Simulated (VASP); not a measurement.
# HfN in VASP: a series of runs

Runs on HfN. Level: PBE. Tasks: single point.

Program: VASP 6.6.1. These are calculated values, not measurements. Logs are shortened: lines on timing, memory, paths and dates and some standing lists are left out, and cuts for length are marked.

## (1) The cell of the first run

It takes space group I4mm (No. 107, tetragonal). Conventional cell: a = 3.216 Å, b = 3.216 Å, c = 4.229 Å, α = 90.00°, β = 90.00°, γ = 90.00°. Hf (site symmetry 4mm) has 6 N at 2.08 to 2.27 Å within 2.7 Å. Within 2.7 Å of N (site symmetry 4mm) lie 6 Hf at 2.08 to 2.27 Å.

## (2) Single point, PBE (mode 5 frozen in at -0.039 Å, normal strain along y -0.0700)

The input, INCAR:

```
ALGO = Normal ; EDIFF = 1E-7
ENCUT = 520 ; GGA = PE
ISIF = 2 ; ISMEAR = 0
LASPH = T ; LCHARG = F
LREAL = F ; LWAVE = F
NBANDS = 14 ; NELM = 80
PREC = Accurate ; SIGMA = 0.15
```

The input, KPOINTS:

```
k-points
0
Gamma
  16 16 16
```

The input, POSCAR:

```
HfN
1.0
    0.0000000000      2.1146470585      2.2738140414
    2.2738140414      0.0000000000      2.2738140414
    2.2738140414      2.1146470585      0.0000000000
Hf N
1 1
Direct
    0.0006695498     -0.0006695498      0.0006695498
    0.4914680798      0.5085319202      0.4914680798
```

Potentials or basis: VASP PAW PBE potentials, release 64 (Hf_pv, N).

Started as:

```
cat potpaw_PBE.64/Hf_pv/POTCAR potpaw_PBE.64/N/POTCAR > POTCAR
mpirun -np 1 vasp_std > vasp.out
```

OUTCAR:

```text
EDIFF = 1E-7
   ENCUT = 520
   GGA = PE
   ISIF = 2
   ISMEAR = 0
   LASPH = T
   LREAL = F
   NELM = 80
   PREC = Accurate

 ion  position               nearest neighbor table
   1  0.001  0.999  0.001-   2 2.08   2 2.15   2 2.27   2 2.27   2 2.27   2 2.27
   2  0.491  0.509  0.491-   1 2.08   1 2.15   1 2.27   1 2.27   1 2.27   1 2.27

  LATTYP: Found a body centered tetragonal cell.
 ALAT       =     3.2156586557
 C/A-ratio  =     1.3152186130

  Lattice vectors:

 A1 = (   0.0000000000,  -2.1146470585,   2.2738140414)
 A2 = (   0.0000000000,  -2.1146470585,  -2.2738140414)
 A3 = (   2.2738140414,   2.1146470585,   0.0000000000)

Analysis of symmetry for initial positions (statically):
=====================================================================
 Subroutine PRICEL returns:
 Original cell was already a primitive cell.

 Routine SETGRP: Setting up the symmetry group for a
 body centered tetragonal supercell.

 Subroutine GETGRP returns: Found  8 space group operations
 (whereof  8 operations were pure point group operations)
 out of a pool of 16 trial point group operations.

The static configuration has the point symmetry C_4v.

Analysis of symmetry for dynamics (positions and initial velocities):
=====================================================================
 Subroutine PRICEL returns:
 Original cell was already a primitive cell.

 Routine SETGRP: Setting up the symmetry group for a
 body centered tetragonal supercell.

 Subroutine GETGRP returns: Found  8 space group operations
 (whereof  8 operations were pure point group operations)
 out of a pool of 16 trial point group operations.

The dynamic configuration has the point symmetry C_4v.

 Subroutine INISYM returns: Found  8 space group operations
 (whereof  8 operations are pure point group operations),
 and found     1 'primitive' translations

----------------------------------------------------------------------------------------

                                     Primitive cell

  volume of cell :      21.8664

  direct lattice vectors                    reciprocal lattice vectors
     0.000000000  2.114647059  2.273814041    -0.219894851  0.236446076  0.219894851
     2.273814041  0.000000000  2.273814041     0.219894851 -0.236446076  0.219894851
     2.273814041  2.114647059  0.000000000     0.219894851  0.236446076 -0.219894851

  length of vectors
     3.105150959  3.215658656  3.105150959     0.390658723  0.390658723  0.390658723

  position of ions in fractional coordinates (direct lattice)
     0.000669550  0.999330450  0.000669550
     0.491468080  0.508531920  0.491468080

  ion indices of the primitive-cell ions
   primitive index   ion index
                 1           1
                 2           2

----------------------------------------------------------------------------------------

 KPOINTS: k-points

Automatic generation of k-mesh.
 Grid dimensions read from file:
 generate k-points for:   16   16   16

 Generating k-lattice:

  Cartesian coordinates                     Fractional coordinates (reciprocal lattice)
    -0.013743428  0.014777880  0.013743428     0.062500000  0.000000000  0.000000000
     0.013743428 -0.014777880  0.013743428     0.000000000  0.062500000  0.000000000
     0.013743428  0.014777880 -0.013743428     0.000000000  0.000000000  0.062500000

  Length of vectors
     0.024416170  0.024416170  0.024416170

  Shift w.r.t. Gamma in fractional coordinates (k-lattice)
     0.000000000  0.000000000  0.000000000

 Subroutine IBZKPT returns following result:
 ===========================================

 Found    349 irreducible k-points:

 Following reciprocal coordinates:
            Coordinates               Weight
  0.000000  0.000000  0.000000      1.000000
  0.062500  0.000000  0.000000      8.000000
  0.125000  0.000000  0.000000      8.000000
  0.187500  0.000000  0.000000      8.000000
  0.250000  0.000000  0.000000      8.000000
  0.312500  0.000000 -0.000000      8.000000
[... 16 lines left out ...]
 -0.125000  0.062500  0.000000     16.000000
 -0.062500  0.062500  0.000000      8.000000
 [... further k-points ...]
   k-points           NKPTS =    349   k-points in BZ     NKDIM =    349   number of bands    NBANDS=     14
   number of dos      NEDOS =    301   number of ions     NIONS =      2
   total plane-waves  NPLWV =  13824
   dimension x,y,z NGX =    24 NGY =   24 NGZ =   24
   dimension x,y,z NGXF=    48 NGYF=   48 NGZF=   48
   ions per type =               1   1
   NGX,Y,Z   is equivalent  to a cutoff of  12.85, 12.41, 12.85 a.u.
   NGXF,Y,Z  is equivalent  to a cutoff of  25.70, 24.82, 25.70 a.u.
 SYSTEM =  unknown system
   PREC   = accura    normal or accurate (medium, high low for compatibility)
   ISTART =      0    job   : 0-new  1-cont  2-samecut
   ICHARG =      2    charge: 1-file 2-atom 10-const
   ISPIN  =      1    spin polarized calculation?
   LNONCOLLINEAR =      F non collinear calculations
   LSORBIT =      F    spin-orbit coupling
   LASPH  =      T    aspherical Exc in radial PAW
   ENCUT  =  520.0 eV  38.22 Ry    6.18 a.u.   5.77  5.98  5.77*2*pi/ulx,y,z
   NELM   =     80;   NELMIN=  2; NELMDL= -5     # of ELM steps
   EDIFF  = 0.1E-06   stopping-criterion for ELM
   LREAL  =      F    real-space projection
   EDIFFG = 0.1E-05   stopping-criterion for IOM
   NSW    =      0    number of steps for IOM
   IBRION =     -1    ionic relax: 0-MD 1-quasi-New 2-CG
   NFREE  =      0    steps in history (QN), initial steepest desc. (CG)
   ISIF   =      2    stress and relaxation
   ISYM   =      2    0-nonsym 1-usesym 2-fastsym
   POTIM  = 0.5000    time-step for ionic-motion
   TEBEG  =    0.0;   TEEND  =   0.0 temperature during run
   PSTRESS=    0.0 pullay stress
   NELECT =      15.0000    total number of electrons
   NUPDOWN=      -1.0000    fix difference up-down
   EMIN   =  10.00;   EMAX   =-10.00  energy-range for DOS
   EFERMI =   0.00;   METHOD = LEGACY
   ISMEAR =     0;   SIGMA  =   0.15  broadening in eV -4-tet -1-fermi 0-gaus
   EFERMI_NEDOS =   21; number of points for ismear=-14 and -15
   IALGO  =     38    algorithm
   IMIX   =      4    mixing-type and parameters
     AMIX     =   0.40;   BMIX     =  1.00
     AMIX_MAG =   1.60;   BMIX_MAG =  1.00
  volume/ion in A,a.u.               =      10.93        73.78
  Fermi-wavevector in a.u.,A,eV,Ry     =   1.443819  2.728422 28.362874  2.084612
  Thomas-Fermi vector in A             =   2.562183
   LORBIT       =      0    0 simple, 1 ext, 2 COOP (PROOUT), +10 PAW based schemes
   GGA     = PE    functional components
   LHFCALC =     F    Hartree Fock is set to
   AEXX    =    0.0000 exact exchange contribution
   IVDW    =     0    specifies the selected vdW correction
   LEPSILON=     F    determine dielectric tensor
   LRPA    =     F    only Hartree local field effects (RPA)
 non-spin polarized calculation
 Gauss-broadening in eV      SIGMA  =   0.15
  energy-cutoff  :      520.00
  volume of cell :       21.87
 maximum number of plane-waves:       600
   NGX = 11   NGY = 11   NGZ = 11

 number of electron      14.9999998 magnetization

 Free energy of the ion-electron system (eV)
  ---------------------------------------------------
  ext. energy  EPLUGINS =         0.00000000
  ---------------------------------------------------
  free energy    TOTEN  =       -21.49272922 eV

  energy without entropy =      -21.48645046  energy(sigma->0) =      -21.48958984

 E-fermi :   8.8837     XC(G=0): -13.0020

 val. band max:        8.8820147235   @ k =  -0.1250   0.1875   0.0625
 cond. band min:       8.8849470086   @ k =   0.1875  -0.1875   0.0625
 fundamental gap:      0.0029322851
 Fermi energy:         8.8837136289

 k-point     1 :       0.0000    0.0000    0.0000
  band No.  band energies     occupation
      1     -22.0665      2.00000
      2     -22.0665      2.00000
      3     -22.0372      2.00000
      4      -8.9758      2.00000
      5       5.5932      2.00000
      6       5.5932      2.00000
      7       6.0881      2.00000
      8       8.2834      2.00000
      9       8.2834      2.00000
     10       9.0885      0.05352
     11       9.9198      0.00000
     12      10.3942      0.00000
     13      12.9752      0.00000
     14      18.6164      0.00000

 k-point     2 :       0.0625    0.0000    0.0000
  band No.  band energies     occupation
      1     -22.1088      2.00000
      2     -22.0727      2.00000
      3     -22.0471      2.00000
      4      -8.8720      2.00000
      5       5.2061      2.00000
      6       5.3391      2.00000
      7       5.8096      2.00000
      8       8.4263      1.99998
      9       8.4484      1.99996
     10       9.1662      0.00773
     11      10.2658      0.00000
     12      10.7093      0.00000
     13      13.2780      0.00000
     14      18.9470      0.00000

 k-point     3 :       0.1250    0.0000    0.0000
  band No.  band energies     occupation
      1     -22.2477      2.00000
      2     -22.0905      2.00000
      3     -22.0541      2.00000
      4      -8.5746      2.00000
      5       4.3245      2.00000
      6       4.7625      2.00000
      7       5.1635      2.00000
      8       8.7309      1.85043
      9       8.8729      1.08128
     10       9.3720      0.00000
     11      11.1225      0.00000
     12      11.5281      0.00000
     13      14.0736      0.00000
     14      19.8645      0.00000
[... 324 lines left out ...]
 k-point    23 :      -0.1250    0.0625    0.0000
  band No.  band energies     occupation
      1     -22.3412      2.00000
      2     -22.1244      2.00000
      3     -22.0533      2.00000
      4      -8.3264      2.00000
      5       3.7533      2.00000
      6       4.5023      2.00000
      7       4.7110      2.00000
      8       8.9271      0.68281
      9       9.2659      0.00031
     10       9.6456      0.00000
     11      10.8226      0.00000
     12      12.3208      0.00000
     13      15.0499      0.00000
     14      20.5596      0.00000

 k-point    24 :      -0.0625    0.0625    0.0000
  band No.  band energies     occupation
      1     -22.1828      2.00000
      2     -22.0943      2.00000
      3     -22.0505      2.00000
      4      -8.6862      2.00000
      5       4.6246      2.00000
      6       5.1955      2.00000
      7       5.2399      2.00000
      8       8.5994      1.99264
      9       8.9797      0.36536
     10       9.1326      0.01895
     11      10.2990      0.00000
     12      11.2985      0.00000
     13      14.0151      0.00000
     14      19.5039      0.00000

 [... further k-points ...]
[... 5 lines left out ...]
  --------------------------------------------------------------------------------------
  -------------------------------------------------------------------------------------
  Total        0.8845872      8.1887947      0.8845872      0.0000000      0.0000000      0.0000000
  in kB       64.8146888    600.0021274     64.8146888      0.0000000      0.0000000      0.0000000
  external PRESSURE =     243.2105017 kB  Pullay stress =       0.0000000 kB

 VOLUME and BASIS-vectors are now :
 -----------------------------------------------------------------------------
  energy-cutoff  :      520.00
  volume of cell :       21.87
      direct lattice vectors                 reciprocal lattice vectors
     0.000000000  2.114647059  2.273814041    -0.219894851  0.236446076  0.219894851
     2.273814041  0.000000000  2.273814041     0.219894851 -0.236446076  0.219894851
     2.273814041  2.114647059  0.000000000     0.219894851  0.236446076 -0.219894851

 POSITION                                       TOTAL-FORCE (eV/Angst)
 -----------------------------------------------------------------------------------
      2.27381      0.00283      2.27381         0.000000     -0.921181      0.000000
      2.27381      2.07856      2.27381         0.000000      0.921181      0.000000
 -----------------------------------------------------------------------------------
    total drift:                               -0.000000      0.000099     -0.000000

  FREE ENERGIE OF THE ION-ELECTRON SYSTEM (eV)
  ---------------------------------------------------
  free  energy   TOTEN  =       -21.4927292173 eV

  energy  without entropy=      -21.4864504626  energy(sigma->0) =      -21.48958984
```

It took 85 s on 1 thread of AMD EPYC 7R43 (Zen 3), shared host; peak memory 0.19 GiB.

Results:

| Item | Value |
| --- | --- |
| Free energy | -21.4927 eV |
| Pressure | 24.3 GPa |
| Largest force | 0.921 eV/Å |

Forces in eV/Å, atoms in the order of the input:
```
Hf   0.000 -0.921  0.000
N    0.000  0.921  0.000
```

Caveat: the cell differs from its parent crystal (mode 5 frozen in at -0.039 Å, normal strain along y -0.0700); spin-orbit coupling is left out, which moves the levels of the heavy elements.

(Part 1 of 3 ends here.)
